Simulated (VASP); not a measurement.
# SnO2 (P2_12_12) in VASP: a series of runs

SnO2 is run at these levels: LDA; tasks: single point.

Program: VASP 6.6.1. These are calculated values, not measurements. Logs are shortened: lines on timing, memory, paths and dates and some standing lists are left out, and cuts for length are marked.

## (1) The cell of the first run

The typed cell holds 6 atoms: a = 4.720 Å, b = 4.721 Å, c = 3.115 Å, α = 90.00°, β = 90.00°, γ = 90.00°.

## (2) Single point, LDA (atoms displaced along a vibrational mode, the cell strained)

Input file INCAR:

```
PREC = Accurate
ENCUT = 520
EDIFF = 1E-7
ISMEAR = 0
SIGMA = 0.05
LREAL = False
LASPH = True
NELM = 60
ALGO = Normal
ISIF = 2
LWAVE = False
LCHARG = False
NBANDS = 35
```

Input file KPOINTS:

```
regular mesh
0
Gamma
  6 6 8
```

Input file POSCAR:

```
SnO2
1.0
    4.7201335122      0.0000000000      0.0000000000
    0.0000000000      4.7206343096      0.0000000000
    0.0000000000      0.0000000000      3.1145231189
Sn O
2 4
Direct
    0.5000000000      0.5000000000      0.5007371719
    0.0000000000      0.0000000000     -0.0007371719
    0.3059920350      0.3061675039     -0.0047039304
    0.8059920350      0.1938324961      0.5047039304
    0.1940079650      0.8061675039      0.5047039304
    0.6940079650      0.6938324961     -0.0047039304
```

Potentials or basis: VASP PAW LDA potentials, release 64 (Sn_d, O).

Run with:

```
$ cat potpaw_LDA.64/Sn_d/POTCAR potpaw_LDA.64/O/POTCAR > POTCAR
$ mpirun -np 1 vasp_std > vasp.out
```

OUTCAR:

```text
PREC = Accurate
   ENCUT = 520
   EDIFF = 1E-7
   ISMEAR = 0
   LREAL = False
   LASPH = True
   NELM = 60
   ISIF = 2

 ion  position               nearest neighbor table
   1  0.500  0.500  0.501-   3 2.01   6 2.01   3 2.04   6 2.04   5 2.04   4 2.04   2 3.68   2 3.68
                             2 3.68   2 3.68   2 3.69   2 3.69   2 3.69   2 3.69
   2  0.000  0.000  0.999-   4 2.01   5 2.01   4 2.04   5 2.04   3 2.04   6 2.04   1 3.68   1 3.68
                             1 3.68   1 3.68   1 3.69   1 3.69   1 3.69   1 3.69
   3  0.306  0.306  0.995-   1 2.01   1 2.04   2 2.04
   4  0.806  0.194  0.505-   2 2.01   2 2.04   1 2.04
   5  0.194  0.806  0.505-   2 2.01   2 2.04   1 2.04
   6  0.694  0.694  0.995-   1 2.01   1 2.04   2 2.04

  LATTYP: Found a simple orthorhombic cell.
 ALAT       =     3.1145231189
 B/A-ratio  =     1.5155236715
 C/A-ratio  =     1.5156844658

  Lattice vectors:

 A1 = (   0.0000000000,   0.0000000000,   3.1145231189)
 A2 = (   4.7201335122,   0.0000000000,   0.0000000000)
 A3 = (   0.0000000000,   4.7206343096,   0.0000000000)

Analysis of symmetry for initial positions (statically):
=====================================================================
 Subroutine PRICEL returns:
 Original cell was already a primitive cell.

 Routine SETGRP: Setting up the symmetry group for a
 simple orthorhombic supercell.

 Subroutine GETGRP returns: Found  4 space group operations
 (whereof  2 operations were pure point group operations)
 out of a pool of  8 trial point group operations.

The static configuration has the point symmetry C_2 .
 The point group associated with its full space group is D_2 .

Analysis of symmetry for dynamics (positions and initial velocities):
=====================================================================
 Subroutine PRICEL returns:
 Original cell was already a primitive cell.

 Routine SETGRP: Setting up the symmetry group for a
 simple orthorhombic supercell.

 Subroutine GETGRP returns: Found  4 space group operations
 (whereof  2 operations were pure point group operations)
 out of a pool of  8 trial point group operations.

The dynamic configuration has the point symmetry C_2 .
 The point group associated with its full space group is D_2 .

 Subroutine INISYM returns: Found  4 space group operations
 (whereof  2 operations are pure point group operations),
 and found     1 'primitive' translations

----------------------------------------------------------------------------------------

                                     Primitive cell

  volume of cell :      69.3979

  direct lattice vectors                    reciprocal lattice vectors
     4.720133512  0.000000000  0.000000000     0.211858414  0.000000000  0.000000000
     0.000000000  4.720634310  0.000000000     0.000000000  0.211835939  0.000000000
     0.000000000  0.000000000  3.114523119     0.000000000  0.000000000  0.321076442

  length of vectors
     4.720133512  4.720634310  3.114523119     0.211858414  0.211835939  0.321076442

  position of ions in fractional coordinates (direct lattice)
     0.500000000  0.500000000  0.500737172
     0.000000000  0.000000000  0.999262828
     0.305992035  0.306167504  0.995296070
     0.805992035  0.193832496  0.504703930
     0.194007965  0.806167504  0.504703930
     0.694007965  0.693832496  0.995296070

  ion indices of the primitive-cell ions
   primitive index   ion index
                 1           1
                 2           2
                 3           3
                 4           4
                 5           5
                 6           6

----------------------------------------------------------------------------------------

 KPOINTS: regular mesh

Automatic generation of k-mesh.
 Grid dimensions read from file:
 generate k-points for:    6    6    8

 Generating k-lattice:

  Cartesian coordinates                     Fractional coordinates (reciprocal lattice)
     0.035309736  0.000000000  0.000000000     0.166666667  0.000000000  0.000000000
     0.000000000  0.035305990  0.000000000     0.000000000  0.166666667  0.000000000
     0.000000000  0.000000000  0.040134555     0.000000000  0.000000000  0.125000000

  Length of vectors
     0.035309736  0.035305990  0.040134555

  Shift w.r.t. Gamma in fractional coordinates (k-lattice)
     0.000000000  0.000000000  0.000000000

 Subroutine IBZKPT returns following result:
 ===========================================

 Found     80 irreducible k-points:

 Following reciprocal coordinates:
            Coordinates               Weight
  0.000000  0.000000  0.000000      1.000000
  0.166667  0.000000  0.000000      2.000000
  0.333333  0.000000  0.000000      2.000000
  0.500000  0.000000  0.000000      1.000000
  0.000000  0.166667  0.000000      2.000000
  0.166667  0.166667  0.000000      4.000000
[... 16 lines left out ...]
  0.333333  0.166667  0.125000      8.000000
  0.500000  0.166667  0.125000      4.000000
 [... further k-points ...]
   k-points           NKPTS =     80   k-points in BZ     NKDIM =     80   number of bands    NBANDS=     35
   number of dos      NEDOS =    301   number of ions     NIONS =      6
   total plane-waves  NPLWV =  31104
   dimension x,y,z NGX =    36 NGY =   36 NGZ =   24
   dimension x,y,z NGXF=    72 NGYF=   72 NGZF=   48
   ions per type =               2   4
   NGX,Y,Z   is equivalent  to a cutoff of  12.68, 12.68, 12.81 a.u.
   NGXF,Y,Z  is equivalent  to a cutoff of  25.36, 25.36, 25.62 a.u.
 SYSTEM =  unknown system
   PREC   = accura    normal or accurate (medium, high low for compatibility)
   ISTART =      0    job   : 0-new  1-cont  2-samecut
   ICHARG =      2    charge: 1-file 2-atom 10-const
   ISPIN  =      1    spin polarized calculation?
   LNONCOLLINEAR =      F non collinear calculations
   LSORBIT =      F    spin-orbit coupling
   LASPH  =      T    aspherical Exc in radial PAW
   ENCUT  =  520.0 eV  38.22 Ry    6.18 a.u.   8.78  8.78  5.79*2*pi/ulx,y,z
   NELM   =     60;   NELMIN=  2; NELMDL= -5     # of ELM steps
   EDIFF  = 0.1E-06   stopping-criterion for ELM
   LREAL  =      F    real-space projection
   EDIFFG = 0.1E-05   stopping-criterion for IOM
   NSW    =      0    number of steps for IOM
   IBRION =     -1    ionic relax: 0-MD 1-quasi-New 2-CG
   NFREE  =      0    steps in history (QN), initial steepest desc. (CG)
   ISIF   =      2    stress and relaxation
   ISYM   =      2    0-nonsym 1-usesym 2-fastsym
   POTIM  = 0.5000    time-step for ionic-motion
   TEBEG  =    0.0;   TEEND  =   0.0 temperature during run
   PSTRESS=    0.0 pullay stress
   NELECT =      52.0000    total number of electrons
   NUPDOWN=      -1.0000    fix difference up-down
   EMIN   =  10.00;   EMAX   =-10.00  energy-range for DOS
   EFERMI =   0.00;   METHOD = LEGACY
   ISMEAR =     0;   SIGMA  =   0.05  broadening in eV -4-tet -1-fermi 0-gaus
   EFERMI_NEDOS =   21; number of points for ismear=-14 and -15
   IALGO  =     38    algorithm
   IMIX   =      4    mixing-type and parameters
     AMIX     =   0.40;   BMIX     =  1.00
     AMIX_MAG =   1.60;   BMIX_MAG =  1.00
  volume/ion in A,a.u.               =      11.57        78.05
  Fermi-wavevector in a.u.,A,eV,Ry     =   1.486941  2.809912 30.082413  2.210995
  Thomas-Fermi vector in A             =   2.600165
   LORBIT       =      0    0 simple, 1 ext, 2 COOP (PROOUT), +10 PAW based schemes
   GGA     = CA    functional components
   LHFCALC =     F    Hartree Fock is set to
   AEXX    =    0.0000 exact exchange contribution
   IVDW    =     0    specifies the selected vdW correction
   LEPSILON=     F    determine dielectric tensor
   LRPA    =     F    only Hartree local field effects (RPA)
 non-spin polarized calculation
 Gauss-broadening in eV      SIGMA  =   0.05
  energy-cutoff  :      520.00
  volume of cell :       69.40
 maximum number of plane-waves:      1895
 NGX is ok and might be reduce to    36
   NGX = 17   NGY = 17   NGZ = 11

 number of electron      51.9999973 magnetization

 Free energy of the ion-electron system (eV)
  ---------------------------------------------------
  ext. energy  EPLUGINS =         0.00000000
  ---------------------------------------------------
  free energy    TOTEN  =       -42.18935970 eV

  energy without entropy =      -42.18935970  energy(sigma->0) =      -42.18935970

 E-fermi :   6.4373     XC(G=0): -11.9527

 val. band max:        6.2286063182   @ k =   0.0000   0.0000   0.0000
 cond. band min:       7.7970408803   @ k =   0.0000   0.0000   0.0000
 fundamental gap:      1.5684345621
 Fermi energy:         6.4373340103

 k-point     1 :       0.0000    0.0000    0.0000
  band No.  band energies     occupation
      1     -14.8613      2.00000
      2     -14.0843      2.00000
      3     -13.6849      2.00000
      4     -13.6673      2.00000
      5     -13.6673      2.00000
      6     -13.5424      2.00000
[... 27 lines left out ...]
     34      18.3279      0.00000
     35      18.7181      0.00000

 k-point     2 :       0.1667    0.0000    0.0000
  band No.  band energies     occupation
      1     -14.8175      2.00000
      2     -14.1307      2.00000
      3     -13.6849      2.00000
      4     -13.6665      2.00000
      5     -13.6645      2.00000
      6     -13.5862      2.00000
[... 27 lines left out ...]
     34      18.2766      0.00000
     35      18.6850      0.00000

 k-point     3 :       0.3333    0.0000    0.0000
  band No.  band energies     occupation
      1     -14.6905      2.00000
      2     -14.2838      2.00000
      3     -13.6839      2.00000
      4     -13.6695      2.00000
      5     -13.6583      2.00000
      6     -13.6399      2.00000
[... 27 lines left out ...]
     34      18.2595      0.00000
     35      18.6192      0.00000

 k-point     4 :       0.5000    0.0000    0.0000
  band No.  band energies     occupation
      1     -14.4977      2.00000
      2     -14.4977      2.00000
      3     -13.6799      2.00000
      4     -13.6799      2.00000
      5     -13.6524      2.00000
      6     -13.6524      2.00000
[... 27 lines left out ...]
     34      18.4644      0.00000
     35      19.1452      0.00000

 k-point     5 :       0.0000    0.1667    0.0000
  band No.  band energies     occupation
      1     -14.8175      2.00000
      2     -14.1308      2.00000
      3     -13.6849      2.00000
      4     -13.6665      2.00000
      5     -13.6645      2.00000
      6     -13.5862      2.00000
[... 638 lines left out ...]
 k-point    22 :       0.1667    0.1667    0.1250
  band No.  band energies     occupation
      1     -14.7031      2.00000
      2     -14.1099      2.00000
      3     -13.8595      2.00000
      4     -13.8546      2.00000
      5     -13.6409      2.00000
      6     -13.5569      2.00000
[... 27 lines left out ...]
     34      18.2698      0.00000
     35      18.5542      0.00000

 k-point    23 :       0.3333    0.1667    0.1250
  band No.  band energies     occupation
      1     -14.6091      2.00000
      2     -14.2751      2.00000
      3     -13.8602      2.00000
      4     -13.8567      2.00000
      5     -13.6279      2.00000
      6     -13.5746      2.00000
[... 27 lines left out ...]
     34      18.3690      0.00000
     35      18.5041      0.00000

 k-point    24 :       0.5000    0.1667    0.1250
  band No.  band energies     occupation
      1     -14.4588      2.00000
      2     -14.4588      2.00000
      3     -13.8590      2.00000
      4     -13.8590      2.00000
      5     -13.6030      2.00000
      6     -13.6030      2.00000
[... 27 lines left out ...]
     34      18.3720      0.00000
     35      18.8754      0.00000

 [... further k-points ...]

------------------------ aborting loop because EDIFF is reached ----------------------------------------

  FORCE on cell =-STRESS in cart. coord.  units (eV):
  Direction    XX          YY          ZZ          XY          YZ          ZX
  --------------------------------------------------------------------------------------
  -------------------------------------------------------------------------------------
  Total        2.3295645      2.3285515      5.8931733      0.0000000      0.0000000      0.0000000
  in kB       53.7822690     53.7588818    136.0547152      0.0000000      0.0000000      0.0000000
  external PRESSURE =      81.1986220 kB  Pullay stress =       0.0000000 kB

 VOLUME and BASIS-vectors are now :
 -----------------------------------------------------------------------------
  energy-cutoff  :      520.00
  volume of cell :       69.40
      direct lattice vectors                 reciprocal lattice vectors
     4.720133512  0.000000000  0.000000000     0.211858414  0.000000000  0.000000000
     0.000000000  4.720634310  0.000000000     0.000000000  0.211835939  0.000000000
     0.000000000  0.000000000  3.114523119     0.000000000  0.000000000  0.321076442

 POSITION                                       TOTAL-FORCE (eV/Angst)
 -----------------------------------------------------------------------------------
      2.36007      2.36032      1.55956         0.000000      0.000000     -0.395466
      0.00000      0.00000      3.11223         0.000000      0.000000      0.395466
      1.44432      1.44530      3.09987        -0.179166     -0.179216      0.304927
      3.80439      0.91501      1.57191        -0.179166      0.179216     -0.304927
      0.91574      3.80562      1.57191         0.179166     -0.179216     -0.304927
      3.27581      3.27533      3.09987         0.179166      0.179216      0.304927
 -----------------------------------------------------------------------------------
    total drift:                               -0.000000     -0.000000      0.000000

  FREE ENERGIE OF THE ION-ELECTRON SYSTEM (eV)
  ---------------------------------------------------
  free  energy   TOTEN  =       -42.1893597002 eV

  energy  without entropy=      -42.1893597002  energy(sigma->0) =      -42.18935970
```

It took 5.6 min on 1 thread of Intel Xeon 8259CL, shared host; peak memory 0.23 GiB.

What came out:

- Free energy: -42.1894 eV
- Pressure: 8.1 GPa
- Largest force: 0.396 eV/Å
- Band gap on the k mesh: 1.57 eV

Forces on the atoms (eV/Å):
```
Sn   0.000  0.000 -0.395
Sn   0.000  0.000  0.395
O   -0.179 -0.179  0.305
O   -0.179  0.179 -0.305
O    0.179 -0.179 -0.305
O    0.179  0.179  0.305
```

Caveat: the cell differs from its parent crystal (atoms displaced along a vibrational mode, the cell strained); the stress differs along the axes, from 5 to 14 GPa; spin-orbit coupling is left out, which moves the levels of the heavy elements.

## (3) Single point, LDA (atoms displaced along a vibrational mode, the cell strained)

Input file INCAR:

```
SYSTEM = SnO2
PREC = Accurate
ENCUT = 520
EDIFF = 1E-6
ISMEAR = 0
SIGMA = 0.05
LREAL = .FALSE.
LASPH = .TRUE.
NELM = 100
ALGO = Normal
ISIF = 2
LWAVE = .FALSE.
LCHARG = .TRUE.
GGA = CA
LELF = .TRUE.
LVHAR = .TRUE.
NBANDS = 35
```

Input file KPOINTS:

```
regular mesh
0
G
  6 6 8
  0 0 0
```

Input file POSCAR:

```
SnO2
1.0
    4.7201335122      0.0000000000      0.0000000000
    0.0000000000      4.7206343096      0.0000000000
    0.0000000000      0.0000000000      3.1145231189
Sn O
2 4
Direct
    0.5000000000      0.5000000000      0.5029486874
    0.0000000000      0.0000000000     -0.0029486874
    0.3059920350      0.3061675039     -0.0188157216
    0.8059920350      0.1938324961      0.5188157216
    0.1940079650      0.8061675039      0.5188157216
    0.6940079650      0.6938324961     -0.0188157216
```

Potentials or basis: VASP PAW LDA potentials, release 64 (Sn_d, O).

Run with:

```
$ cat potpaw_LDA.64/Sn_d/POTCAR potpaw_LDA.64/O/POTCAR > POTCAR
$ mpirun -np 1 vasp_std > vasp.out
```

It took 5.8 min on 1 thread of Intel Xeon 8259CL, shared host; peak memory 0.23 GiB.

It converged, with:

| Property | Result |
| --- | --- |
| Free energy | -42.0415 eV |
| Pressure | 9.1 GPa |
| Largest force | 1.591 eV/Å |
| Band gap on the k mesh | 1.54 eV |

Forces on the atoms (eV/Å):
```
Sn   0.000  0.000 -1.591
Sn   0.000  0.000  1.591
O   -0.265 -0.265  1.223
O   -0.265  0.265 -1.223
O    0.265 -0.265 -1.223
O    0.265  0.265  1.223
```

Stress tensor (GPa, compression positive):
```
 6.37  0.00  0.00
 0.00  6.37  0.00
 0.00  0.00 14.41
```

Levels at points of the mesh, in eV from the valence-band top:
```
           k point  band 24  band 25  band 26  band 27  band 28  band 29
(0.00, 0.00, 0.00)    -0.86    -0.86     0.00     1.54     6.31     6.40
(0.50, 0.00, 0.00)    -1.19    -0.69    -0.69     4.60     4.60     7.17
(0.00, 0.50, 0.00)    -1.19    -0.69    -0.69     4.60     4.60     7.17
(0.50, 0.50, 0.00)    -1.27    -1.01    -1.01     5.04     5.04     7.59
(0.00, 0.00, 0.50)    -1.58    -1.31    -1.31     6.13     6.56     9.38
(0.50, 0.00, 0.50)    -1.22    -0.76    -0.76     6.58     6.58     8.01
(0.00, 0.50, 0.50)    -1.22    -0.76    -0.76     6.58     6.58     8.01
(0.50, 0.50, 0.50)    -1.04    -0.93    -0.93     4.95     4.95     8.69
```

Caveat: the cell differs from its parent crystal (atoms displaced along a vibrational mode, the cell strained); the stress differs along the axes, from 6 to 14 GPa; spin-orbit coupling is left out, which moves the levels of the heavy elements; forces of over 1 eV/Å act on the atoms, so gaps and moduli don't describe the material at rest.

## (4) Single point, LDA (atoms displaced along a vibrational mode)

Input file INCAR:

```
SYSTEM = SnO2
ALGO = Normal ; EDIFF = 1E-6
ENCUT = 520 ; GGA = CA
ISIF = 2 ; ISMEAR = 0
LASPH = .TRUE. ; LCHARG = .FALSE.
LREAL = .FALSE. ; LWAVE = .FALSE.
NBANDS = 35 ; NELM = 80
PREC = Accurate ; SIGMA = 0.05
```

Input file KPOINTS:

```
k-points
0
G
  6 6 8
  0 0 0
```

Input file POSCAR:

```
SnO2
1.0
    4.7201335122      0.0000000000      0.0000000000
    0.0000000000      4.7206343096      0.0000000000
    0.0000000000      0.0000000000      3.1888226875
Sn O
2 4
Direct
    0.5000000000      0.5000000000      0.5036858593
    0.0000000000      0.0000000000     -0.0036858593
    0.3059920350      0.3061675039     -0.0235196520
    0.8059920350      0.1938324961      0.5235196520
    0.1940079650      0.8061675039      0.5235196520
    0.6940079650      0.6938324961     -0.0235196520
```

Run with:

```
$ cat potpaw_LDA.64/Sn_d/POTCAR potpaw_LDA.64/O/POTCAR > POTCAR
$ mpirun -np 1 vasp_std > vasp.out
```

Run time: 6 min. Hardware: 1 thread of Intel Xeon 8259CL, shared host; peak memory 0.23 GiB.

Results (log left out):

```
Free energy            : -42.0463 eV
Pressure               : 2.9 GPa
Largest force          : 1.708 eV/Å
Band gap on the k mesh : 1.17 eV
```

Forces on the atoms (eV/Å):
```
Sn   0.000  0.000 -1.708
Sn   0.000  0.000  1.708
O   -0.150 -0.150  1.422
O   -0.150  0.150 -1.422
O    0.150 -0.150 -1.422
O    0.150  0.150  1.422
```

Stress tensor (GPa, compression positive):
```
2.73 0.00 0.00
0.00 2.73 0.00
0.00 0.00 3.09
```

Levels at points of the mesh, in eV from the valence-band top:
| k point | band 23 | band 24 | band 25 | band 26 | band 27 | band 28 | band 29 | band 30 |
| --- | --- | --- | --- | --- | --- | --- | --- | --- |
| (0.00, 0.00, 0.00) | -1.32 | -0.80 | -0.80 | 0.00 | 1.17 | 5.80 | 6.10 | 6.10 |
| (0.50, 0.00, 0.00) | -1.26 | -1.26 | -0.65 | -0.65 | 4.27 | 4.27 | 6.86 | 6.86 |
| (0.00, 0.50, 0.00) | -1.26 | -1.26 | -0.65 | -0.65 | 4.27 | 4.27 | 6.86 | 6.86 |
| (0.50, 0.50, 0.00) | -1.33 | -1.33 | -0.94 | -0.94 | 4.64 | 4.64 | 7.29 | 7.29 |
| (0.00, 0.00, 0.50) | -2.02 | -1.48 | -1.26 | -1.26 | 5.74 | 6.25 | 9.22 | 9.98 |
| (0.50, 0.00, 0.50) | -1.16 | -1.16 | -0.74 | -0.74 | 6.24 | 6.24 | 7.94 | 7.94 |
| (0.00, 0.50, 0.50) | -1.16 | -1.16 | -0.74 | -0.74 | 6.24 | 6.24 | 7.94 | 7.94 |
| (0.50, 0.50, 0.50) | -0.98 | -0.98 | -0.87 | -0.87 | 4.70 | 4.70 | 8.55 | 8.55 |

Caveat: the cell differs from its parent crystal (atoms displaced along a vibrational mode); spin-orbit coupling is left out, which moves the levels of the heavy elements; forces of over 1 eV/Å act on the atoms, so gaps and moduli don't describe the material at rest.

(Part 1 of 2 ends here.)
